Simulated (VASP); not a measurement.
**Hg: electric field gradients with PBE+U**

Hg:

```xyz
1
Lattice="2.2340 -2.0459 0.0000 2.2340 2.0459 0.0000 -0.3487 0.0000 3.0398" Properties=species:S:1:pos:R:3 pbc="T T T"
Hg    2.0596    0.0000    1.5199
```

```yaml
Program: VASP 6.6.1
Task: electric field gradients
Functional: PBE
Potentials_or_basis: VASP PAW PBE potentials, release 64 (Hg)
Cutoff: 520 eV
k_mesh: 6 × 6 × 6
Occupations: fermi-dirac, width 0.051704 eV
Spin: no spin polarisation
Hubbard_terms: Hg d U = 4.9 eV
Dipole_correction: no
Further_INCAR_settings: ALGO = Fast; EDIFF = 1e-08; NBANDS = 12
```

```json
{"Pressure": "0.4 GPa", "Band gap on the k mesh": "zero (band 6 reaches 5.09 eV, above the bottom of band 7 at 0.16 eV)"}
```

Stress tensor (GPa, compression positive):
```
 1.23  0.00 -0.44
 0.00  0.29  0.00
-0.44  0.00 -0.19
```

Levels at points of the mesh, in eV from the Fermi level:
| k point | band 4 | band 5 | band 6 | band 7 | band 8 | band 9 |
| --- | --- | --- | --- | --- | --- | --- |
| (0.00, 0.00, 0.00) | -7.95 | -7.94 | -7.78 | 10.02 | 10.34 | 10.43 |
| (0.50, 0.00, 0.00) | -8.36 | -7.89 | -3.09 | -1.31 | 12.95 | 13.22 |
| (0.50, 0.50, 0.00) | -8.36 | -7.36 | 0.57 | 1.29 | 2.55 | 6.99 |
| (0.00, 0.00, 0.50) | -8.34 | -7.88 | -3.25 | -1.34 | 13.19 | 13.20 |
| (0.50, 0.00, 0.50) | -8.32 | -7.40 | 0.43 | 1.25 | 2.44 | 6.90 |
| (0.50, 0.50, 0.50) | -7.38 | -7.34 | 3.59 | 4.20 | 5.74 | 5.74 |

Electric field gradients, principal values (V/Å²):
| atom | least | middle | greatest (by size) |
| --- | --- | --- | --- |
| 1 Hg | 19.846 | 29.216 | -49.062 |

Eigenvalues of the final occupation matrices:
```csv
site,spin,trace,eigenvalues
site 1 d,1,4.86,0.97 0.97 0.97 0.97 0.97
site 1 d,2,4.86,0.97 0.97 0.97 0.97 0.97
```

Run time: 24 s on 1 thread of Intel Xeon 8259CL, with other jobs on the host, peak memory 0.15 GiB.

Caveat: without QUAD_EFG the Cq values of the log hold for a quadrupole moment of 1 mb, not for the nuclei; spin-orbit coupling is left out, which moves the levels of the heavy elements; U without spin polarisation on a metal has little footing; the U is typed as a test and isn't derived for this compound.
